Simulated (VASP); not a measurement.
Write the native input for VASP 6.6.1 that does the following.

| Property | Result |
| --- | --- |
| Task | relaxation of cell and atoms |
| Functional | PBE |
| Potentials or basis | VASP PAW PBE potentials, release 64 (Be, Te, S) |
| Cutoff | 600 eV |
| k mesh | 3 × 3 × 3 |
| Occupations | gaussian, width 0.15 eV |
| Spin | no spin polarisation |
| Dipole correction | no |
| Further INCAR settings | ALGO = Normal; EDIFF = 1e-07; IBRION = 2; EDIFFG = -0.08; NSW = 36; ISIF = 3 |

The structure of BeTeS4 lies in POSCAR:

```
BeTeS4
1.0
   -2.7000000000      2.7000000000      4.4500000000
    2.7000000000     -2.7000000000      4.4500000000
    2.7000000000      2.7000000000     -4.4500000000
Be Te S
1 1 4
Direct
    0.2500000000      0.7500000000      0.5000000000
    0.0000000000      0.0000000000      0.0000000000
    0.3900000000      0.8800000000      0.9700000000
    0.9100000000      0.4200000000      0.0300000000
    0.5800000000      0.6100000000      0.4900000000
    0.1200000000      0.0900000000      0.5100000000
```

The input as run:

INCAR

```
SYSTEM = BeTeS4
  PREC = Accurate
  ENCUT = 600
  EDIFF = 1E-7
  ISMEAR = 0
  SIGMA = 0.15
  LREAL = .FALSE.
  LASPH = .TRUE.
  NELM = 120
  ALGO = Normal
  ISIF = 3
  LWAVE = .FALSE.
  LCHARG = .FALSE.
  GGA = PE
  IBRION = 2
  NSW = 36
  EDIFFG = -0.08
  GGA_COMPAT = .FALSE.
  NELMIN = 4
```

KPOINTS

```
Automatic mesh
0
G
  3 3 3
  0 0 0
```

Potentials or basis: VASP PAW PBE potentials, release 64 (Be, Te, S).

Run with:

```console
$ cat potpaw_PBE.64/Be/POTCAR potpaw_PBE.64/Te/POTCAR potpaw_PBE.64/S/POTCAR > POTCAR
$ mpirun -np 1 vasp_std > vasp.out
```

It gave:

```json
{"Relaxed volume": "24.73 Å³/atom", "Relaxed cell": "a = 6.159 Å, b = 6.159 Å, c = 6.159 Å, α = 125.78°, β = 125.78°, γ = 80.24°", "Space group after relaxing (to 0.1 Å)": "I-4 (No. 82)", "Energy gained by relaxing": "55.6 meV/atom", "Ionic steps": "9", "Pressure after relaxing": "0.0 GPa", "Largest force after relaxing": "0.059 eV/Å", "Band gap on the k mesh": "1.31 eV (least direct gap 1.41 eV)"}
```

Caveat: the k points lie up to 0.43 Å⁻¹ apart in the final cell; spin-orbit coupling is left out, which moves the levels of the heavy elements; an odd mesh through Γ misses points on the zone boundary, where band edges can lie; the relaxation stopped at a loose force limit of 0.08 eV/Å, so its end isn't a converged minimum.

Run time: 110 s on 1 thread of Intel(R) Xeon(R) 6975P-C (Granite Rapids) (shared host), peak memory 0.34 GiB.
